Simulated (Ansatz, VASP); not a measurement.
## One calculation of CsTa2S4, two programs

```xyz
7
Lattice="3.3140 0.0000 0.0000 -1.6570 2.8700 0.0000 0.0000 0.0000 14.0856" Properties=species:S:1:pos:R:3 pbc="T T T"
Cs    0.0000    1.9133    0.0000
Ta    0.0000    0.0000   10.0859
Ta    0.0000    0.0000    3.9997
S     1.6570    0.9567    8.5278
S     1.6570    0.9567   11.6440
S     1.6570    0.9567    2.4416
S     1.6570    0.9567    5.5578
```

Alike in both runs: task single point; functional PBE; dispersion D3(BJ); k mesh 6 × 6 × 2; occupations gaussian, width 0.1 eV; no spin polarisation.

|  | VASP | Ansatz |
| --- | --- | --- |
| version | VASP 6.6.1 | Ansatz 0.2.0 |
| potentials or method | VASP PAW PBE potentials, release 64 (Cs_sv, Ta_pv, S), cutoff 520 eV | scalar-relativistic, plane waves, PAW |
| valence electrons in the cell | 55 | 59 |

Ansatz gave:

| Item | Value |
| --- | --- |
| gap on the k mesh at the Fermi level (eV) | none |
| pressure (GPa) | 7.0 |
| traceless stress, the component that is largest in VASP (GPa) | -1.33 |
| rms of the force components (eV/Å) | 0.294 |

Task: Estimate VASP's values.

Result: gap on the k mesh at the Fermi level (eV): none; pressure (GPa): 7.3; traceless stress, the component that is largest in VASP (GPa): -1.28; rms of the force components (eV/Å): 0.300.

Atom by atom the forces differ by 0.010 eV/Å (rms over components). A gap of «none» marks a metal or a gap that the smearing closes. VASP's potentials hold 55 valence electrons a cell and Ansatz's 59, so a difference there can come from the potentials and not from the codes.

The k mesh is coarse, so the values compare programs but aren't converged. Neither program's run includes spin-orbit coupling.
